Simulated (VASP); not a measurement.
# Te2Mo (P6_3/mmc) in VASP: a series of runs, part 2 of 2

VASP 6.6.1. The steps go on from the part before.

### Step 4. Single point, r2SCAN

POSCAR reads:

```
Te2Mo
1.0
    3.5421311219      0.0000000000      0.0000000000
   -1.7710655610      3.0675755351      0.0000000000
    0.0000000000      0.0000000000     14.1766718530
Mo Te
2 4
Direct
    0.3333333333      0.6666666667      0.2500000000
    0.6666666667      0.3333333333      0.7500000000
    0.6666666667      0.3333333333      0.3765845064
    0.6666666667      0.3333333333      0.1234154936
    0.3333333333      0.6666666667      0.8765845064
    0.3333333333      0.6666666667      0.6234154936
```

INCAR.step1 reads:

```
PREC     = Accurate       # precision mode
ENCUT    = 520            # plane-wave cutoff, eV
ISMEAR   = 0              # smearing method
SIGMA    = 0.01           # smearing width, eV
LREAL    = False          # projectors in reciprocal space
LASPH    = True           # aspherical terms in the spheres
NELM     = 60             # most SCF steps
NBANDS   = 35             # bands
GGA      = PE             # functional
ALGO     = Normal         # electronic algorithm
EDIFF    = 1E-4           # SCF threshold, eV
LWAVE    = True           # write WAVECAR
LCHARG   = False          # write CHGCAR
```

INCAR.step2 reads:

```
PREC     = Accurate       # precision mode
ENCUT    = 520            # plane-wave cutoff, eV
EDIFF    = 1E-6           # SCF threshold, eV
ISMEAR   = 0              # smearing method
SIGMA    = 0.01           # smearing width, eV
LREAL    = False          # projectors in reciprocal space
LASPH    = True           # aspherical terms in the spheres
NELM     = 60             # most SCF steps
ALGO     = Normal         # electronic algorithm
ISIF     = 2              # what is computed and relaxed
LWAVE    = False          # write WAVECAR
LCHARG   = True           # write CHGCAR
METAGGA  = R2SCAN         # meta-GGA
LMIXTAU  = True         
LELF     = True           # ELF
LVHAR    = True         
NBANDS   = 35             # bands
ISTART   = 1
```

KPOINTS reads:

```
Automatic mesh
0
Gamma
  6 6 2
```

Potentials or basis: VASP PAW PBE potentials, release 64 (Mo_sv, Te).

The run is started by

```
$ cat potpaw_PBE.64/Mo_sv/POTCAR potpaw_PBE.64/Te/POTCAR > POTCAR
$ cp INCAR.step1 INCAR
$ mpirun -np 1 vasp_std > vasp.out
$ cp INCAR.step2 INCAR
$ mpirun -np 1 vasp_std > vasp.out
```

OUTCAR:

```text
PREC = Accurate
   ENCUT = 520
   EDIFF = 1E-6
   ISMEAR = 0
   LREAL = False
   LASPH = True
   NELM = 60
   ISIF = 2
   METAGGA = R2SCAN
   ISTART = 1

 ion  position               nearest neighbor table
   1  0.333  0.667  0.250-   3 2.72   4 2.72   3 2.72   4 2.72   3 2.72   4 2.72
   2  0.667  0.333  0.750-   5 2.72   6 2.72   5 2.72   6 2.72   5 2.72   6 2.72
   3  0.667  0.333  0.377-   1 2.72   1 2.72   1 2.72   4 3.59
   4  0.667  0.333  0.123-   1 2.72   1 2.72   1 2.72   3 3.59
   5  0.333  0.667  0.877-   2 2.72   2 2.72   2 2.72   6 3.59
   6  0.333  0.667  0.623-   2 2.72   2 2.72   2 2.72   5 3.59
[... 729 lines left out ...]
  -------------------------------------------------------------------------------------
  Total        1.2386898      1.2386898      1.2203620     -0.0000000      0.0000000      0.0000000
  in kB       12.8836516     12.8836516     12.6930235     -0.0000000      0.0000000      0.0000000
  external PRESSURE =      12.8201089 kB  Pullay stress =       0.0000000 kB

 VOLUME and BASIS-vectors are now :
 -----------------------------------------------------------------------------
  energy-cutoff  :      520.00
  volume of cell :      154.04
      direct lattice vectors                 reciprocal lattice vectors
     3.542131122  0.000000000  0.000000000     0.282315918  0.162995171  0.000000000
    -1.771065561  3.067575535  0.000000000     0.000000000  0.325990343  0.000000000
     0.000000000  0.000000000 14.176671853     0.000000000  0.000000000  0.070538418

 POSITION                                       TOTAL-FORCE (eV/Angst)
 -----------------------------------------------------------------------------------
     -0.00000      2.04505      3.54417        -0.000000      0.000000      0.000000
      1.77107      1.02253     10.63250         0.000000     -0.000000      0.000000
      1.77107      1.02253      5.33871        -0.000000      0.000000     -0.003052
      1.77107      1.02253      1.74962        -0.000000      0.000000      0.003052
     -0.00000      2.04505     12.42705        -0.000000     -0.000000     -0.003052
     -0.00000      2.04505      8.83796        -0.000000     -0.000000      0.003052
 -----------------------------------------------------------------------------------
    total drift:                               -0.000000      0.000000     -0.000000

  FREE ENERGIE OF THE ION-ELECTRON SYSTEM (eV)
  ---------------------------------------------------
  free  energy   TOTEN  =      -155.6351050136 eV

  energy  without entropy=     -155.6351050136  energy(sigma->0) =     -155.63510501
```

OSZICAR.step1:

```text
N       E                     dE             d eps       ncg     rms          rms(c)
DAV:   1     0.401428326775E+03    0.40143E+03   -0.27057E+04  1116   0.133E+03
DAV:   2    -0.160245166022E+02   -0.41745E+03   -0.40467E+03  1215   0.318E+02
DAV:   3    -0.368124963576E+02   -0.20788E+02   -0.20346E+02  1232   0.623E+01
DAV:   4    -0.372891251035E+02   -0.47663E+00   -0.47479E+00  1146   0.929E+00
DAV:   5    -0.373016043556E+02   -0.12479E-01   -0.12477E-01  1276   0.154E+00    0.213E+01
DAV:   6    -0.365499621618E+02    0.75164E+00   -0.61655E+00  1082   0.134E+01    0.883E+00
DAV:   7    -0.364574945468E+02    0.92468E-01   -0.51062E+00  1036   0.108E+01    0.614E+00
DAV:   8    -0.360305185847E+02    0.42698E+00   -0.10113E+00  1037   0.534E+00    0.255E+00
DAV:   9    -0.360349426726E+02   -0.44241E-02   -0.20094E-01  1158   0.203E+00    0.105E+00
DAV:  10    -0.360276206830E+02    0.73220E-02   -0.32417E-02  1093   0.103E+00    0.357E-01
DAV:  11    -0.360280107921E+02   -0.39011E-03   -0.20266E-03  1108   0.216E-01    0.171E-01
DAV:  12    -0.360279255352E+02    0.85257E-04   -0.12702E-04   671   0.610E-02
   1 F= -.36027926E+02 E0= -.36027926E+02  d E =-.381040E-45
```

It took 8.4 min on 1 thread of Intel Xeon 8259CL, shared host; peak memory 0.34 GiB.

Results:

- Free energy: -155.6351 eV
- Pressure: 1.3 GPa
- Largest force: 0.003 eV/Å
- Band gap on the k mesh: 0.99 eV (least direct gap 1.08 eV)

Forces in eV/Å, atoms in the order of the input:
```
Mo   0.000  0.000  0.000
Mo   0.000  0.000  0.000
Te   0.000  0.000 -0.003
Te   0.000  0.000  0.003
Te   0.000  0.000 -0.003
Te   0.000  0.000  0.003
```

Caveat: the PAW data sets were made with another functional, which shifts forces and pressure a little; spin-orbit coupling is left out, which moves the levels of the heavy elements.

### Step 5. Summary

```csv
level,potentials or basis,k mesh,cutoff (eV),gap on the mesh (eV),pressure (GPa),largest force (eV/Å)
LDA,"VASP PAW LDA potentials, release 64 (Mo_sv, Te)",12 × 12 × 2,500,0.78,-3.6,0.23
PBE,"VASP PAW PBE potentials, release 64 (Mo_sv, Te)",6 × 6 × 2,520,0.88,1.9,0.22
r2SCAN,"VASP PAW PBE potentials, release 64 (Mo_sv, Te)",6 × 6 × 2,520,0.99,1.3,-
```

Alike in all rows: task single point; no spin polarisation; cell as given; smearing gaussian 0.01 eV.

Caveats: spin-orbit coupling is left out, which moves the levels of the heavy elements; the cell stands under tension (at least some runs); semilocal functionals underestimate gaps, and a narrow one can read as zero (at least some runs); this functional lacks dispersion, which binds layers or chains, so the pressure and a relaxed spacing across them are unreliable (at least some runs); the PAW data sets were made with another functional, which shifts forces and pressure a little (at least some runs).

Total energies depend on the potentials used, so only differences within one code and one set of settings carry meaning.
